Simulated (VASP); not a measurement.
# GdN (P4/nmm) in VASP: single point with PBE

Aim: the single point of GdN with PBE.

All numbers are computed with VASP 6.6.1; they aren't measurements. Logs are shortened: lines on timing, memory, paths and dates and some standing lists are left out, and cuts for length are marked.

## 1. The cell of the first run

The structure is tetragonal, space group P4/nmm (No. 129). Conventional cell: a = 4.298 Å, b = 4.298 Å, c = 3.565 Å, α = 90.00°, β = 90.00°, γ = 90.00°. Gd (site symmetry 4mm) has 4 N at 2.32 Å within 3.1 Å. Within 3.1 Å of N (site symmetry -4m2) lie 4 Gd at 2.32 Å and 4 N at 3.04 Å.

## 2. Single point, PBE, collinear spin, ferromagnetic start

Contents of INCAR:

```
  ALGO = Normal
  EDIFF = 1E-7
  ENCUT = 520
  GGA = PE
  ISIF = 2
  ISMEAR = 0
  ISPIN = 2
  LASPH = True
  LCHARG = True
  LELF = True
  LMAXMIX = 6
  LORBIT = 11
  LREAL = False
  LVHAR = True
  LWAVE = False
  MAGMOM = 7.46 7.46 0 0
  NBANDS = 35
  NELM = 150
  PREC = Accurate
  SIGMA = 0.05
```

Contents of KPOINTS:

```
k-points
0
Gamma
  8 8 10
```

Contents of POSCAR:

```
GdN
1.0
    4.2975026518      0.0000000000      0.0000000000
    0.0000000000      4.2975026518      0.0000000000
    0.0000000000      0.0000000000      3.5650816776
Gd N
2 2
Direct
    0.5000000000      0.0000000000      0.2485409416
    0.0000000000      0.5000000000      0.7514590584
    0.0000000000      0.0000000000      0.0000000000
    0.5000000000      0.5000000000      0.0000000000
```

Potentials or basis: VASP PAW PBE potentials, release 64 (Gd, N).

Started as:

```sh
> cat potpaw_PBE.64/Gd/POTCAR potpaw_PBE.64/N/POTCAR > POTCAR
> mpirun -np 1 vasp_std > vasp.out
```

OUTCAR:

```text
EDIFF = 1E-7
   ENCUT = 520
   GGA = PE
   ISIF = 2
   ISMEAR = 0
   ISPIN = 2
   LASPH = True
   LORBIT = 11
   LREAL = False
   NELM = 150
   PREC = Accurate

 ion  position               nearest neighbor table
   1  0.500  0.000  0.249-   3 2.32   4 2.32   4 2.32   3 2.32   2 3.52   2 3.52   2 3.52   2 3.52
                             2 3.53   2 3.53   2 3.53   2 3.53
   2  0.000  0.500  0.751-   3 2.32   4 2.32   3 2.32   4 2.32   1 3.52   1 3.52   1 3.52   1 3.52
                             1 3.53   1 3.53   1 3.53   1 3.53
   3  0.000  0.000  0.000-   1 2.32   2 2.32   2 2.32   1 2.32
   4  0.500  0.500  0.000-   1 2.32   2 2.32   1 2.32   2 2.32

  LATTYP: Found a simple tetragonal cell.
 ALAT       =     4.2975026518
 C/A-ratio  =     0.8295705591

  Lattice vectors:

 A1 = (   4.2975026518,   0.0000000000,   0.0000000000)
 A2 = (   0.0000000000,   4.2975026518,   0.0000000000)
 A3 = (   0.0000000000,   0.0000000000,   3.5650816776)

Analysis of symmetry for initial positions (statically):
=====================================================================
 Subroutine PRICEL returns:
 Original cell was already a primitive cell.

 Routine SETGRP: Setting up the symmetry group for a
 simple tetragonal supercell.

 Subroutine GETGRP returns: Found 16 space group operations
 (whereof  8 operations were pure point group operations)
 out of a pool of 16 trial point group operations.

The static configuration has the point symmetry D_2d.
 The point group associated with its full space group is D_4h.

Analysis of symmetry for dynamics (positions and initial velocities):
=====================================================================
 Subroutine PRICEL returns:
 Original cell was already a primitive cell.

 Routine SETGRP: Setting up the symmetry group for a
 simple tetragonal supercell.

 Subroutine GETGRP returns: Found 16 space group operations
 (whereof  8 operations were pure point group operations)
 out of a pool of 16 trial point group operations.

The dynamic configuration has the point symmetry D_2d.
 The point group associated with its full space group is D_4h.

Analysis of structural, dynamic, and magnetic symmetry:
=====================================================================
 Subroutine PRICEL returns:
 Original cell was already a primitive cell.

 Routine SETGRP: Setting up the symmetry group for a
 simple tetragonal supercell.

 Subroutine GETGRP returns: Found 16 space group operations
 (whereof  8 operations were pure point group operations)
 out of a pool of 16 trial point group operations.

[... 130 lines left out ...]
   GGA     = PE    functional components
   LHFCALC =     F    Hartree Fock is set to
   AEXX    =    0.0000 exact exchange contribution
   IVDW    =     0    specifies the selected vdW correction
   LEPSILON=     F    determine dielectric tensor
   LRPA    =     F    only Hartree local field effects (RPA)
 spin polarized calculation
 Gauss-broadening in eV      SIGMA  =   0.05
  energy-cutoff  :      520.00
  volume of cell :       65.84
 maximum number of plane-waves:      1800
 NGX is ok and might be reduce to    32
   NGX = 15   NGY = 15   NGZ = 13

 number of electron      45.9999981 magnetization      13.9999960

 Free energy of the ion-electron system (eV)
  ---------------------------------------------------
  ext. energy  EPLUGINS =         0.00000000
  ---------------------------------------------------
  free energy    TOTEN  =       -44.95054127 eV

  energy without entropy =      -44.95054127  energy(sigma->0) =      -44.95054127

 E-fermi :   4.1901     XC(G=0): -11.1596

 val. band max:        3.9727178788   @ k =   0.2500   0.2500   0.0000
 cond. band min:       4.4070884561   @ k =   0.0000   0.0000   0.0000
 fundamental gap:      0.4343705773
 Fermi energy:         4.1901064951

 spin component 1

 k-point     1 :       0.0000    0.0000    0.0000
  band No.  band energies     occupation
      1     -40.1989      1.00000
      2     -40.0736      1.00000
      3     -17.9015      1.00000
      4     -17.9015      1.00000
      5     -17.8009      1.00000
      6     -17.3657      1.00000
[... 901 lines left out ...]
     34       6.6993      0.00000
     35       7.8883      0.00000

 [... further k-points ...]

 spin component 2

 k-point     1 :       0.0000    0.0000    0.0000
  band No.  band energies     occupation
      1     -37.1148      1.00000
      2     -36.9521      1.00000
      3     -15.8435      1.00000
      4     -15.8435      1.00000
      5     -15.7261      1.00000
      6     -15.1511      1.00000
[... 901 lines left out ...]
     34       7.6224      0.00000
     35       8.8316      0.00000

 [... further k-points ...]
[... 5 lines left out ...]
  --------------------------------------------------------------------------------------
  -------------------------------------------------------------------------------------
  Total        0.1717466      0.1717466      0.0471616      0.0000000     -0.0000000      0.0000000
  in kB        4.1792356      4.1792356      1.1476187      0.0000000     -0.0000000      0.0000000
  external PRESSURE =       3.1686967 kB  Pullay stress =       0.0000000 kB

 VOLUME and BASIS-vectors are now :
 -----------------------------------------------------------------------------
  energy-cutoff  :      520.00
  volume of cell :       65.84
      direct lattice vectors                 reciprocal lattice vectors
     4.297502652  0.000000000  0.000000000     0.232693283  0.000000000  0.000000000
     0.000000000  4.297502652  0.000000000     0.000000000  0.232693283  0.000000000
     0.000000000  0.000000000  3.565081678     0.000000000  0.000000000  0.280498482

 POSITION                                       TOTAL-FORCE (eV/Angst)
 -----------------------------------------------------------------------------------
      2.14875      0.00000      0.88607        -0.000000      0.000000      0.019168
      0.00000      2.14875      2.67901         0.000000      0.000000     -0.019168
      0.00000      0.00000      0.00000        -0.000000      0.000000      0.000000
      2.14875      2.14875      0.00000        -0.000000      0.000000      0.000000
 -----------------------------------------------------------------------------------
    total drift:                                0.000000      0.000000      0.000000

  FREE ENERGIE OF THE ION-ELECTRON SYSTEM (eV)
  ---------------------------------------------------
  free  energy   TOTEN  =       -44.9505412698 eV

  energy  without entropy=      -44.9505412698  energy(sigma->0) =      -44.95054127

 total charge

# of ion       s       p       d       f       tot
--------------------------------------------------
    1        2.038   5.625   0.602   7.035  15.300
    2        2.038   5.625   0.602   7.035  15.300
    3        1.265   2.384   0.000   0.000   3.649
    4        1.265   2.384   0.000   0.000   3.649
--------------------------------------------------
tot          6.606  16.017   1.205  14.070  37.898

 magnetization (x)

# of ion       s       p       d       f       tot
--------------------------------------------------
    1       -0.003  -0.079   0.073   6.777   6.768
    2       -0.003  -0.079   0.073   6.777   6.768
    3       -0.004  -0.028   0.000   0.000  -0.032
    4       -0.004  -0.028   0.000   0.000  -0.032
--------------------------------------------------
tot         -0.013  -0.214   0.145  13.554  13.472
```

It took 56 min on 1 thread of Intel Xeon 8259CL, shared host; peak memory 0.45 GiB.

Results:

| Property | Result |
| --- | --- |
| Free energy | -44.9505 eV |
| Pressure | 0.3 GPa |
| Largest force | 0.019 eV/Å |
| Band gap on the k mesh | 0.43 eV (least direct gap 0.67 eV) |
| Net moment | 14.00 μB per cell |
| Site moments | Gd +6.77; N -0.03 μB |
| Valence electrons inside the program's atomic spheres | Gd 15.30; N 3.65 |

Forces in eV/Å, atoms in the order of the input:
```
Gd   0.000  0.000  0.019
Gd   0.000  0.000 -0.019
N    0.000  0.000  0.000
N    0.000  0.000  0.000
```

Stress tensor (GPa, compression positive):
```
0.42 0.00 0.00
0.00 0.42 0.00
0.00 0.00 0.11
```

Caveat: spin-orbit coupling is left out, which moves the levels of the heavy elements; semilocal functionals describe open f shells poorly, which spoils levels, moments and volumes. The state reached can hang on the start; a lower one may exist.
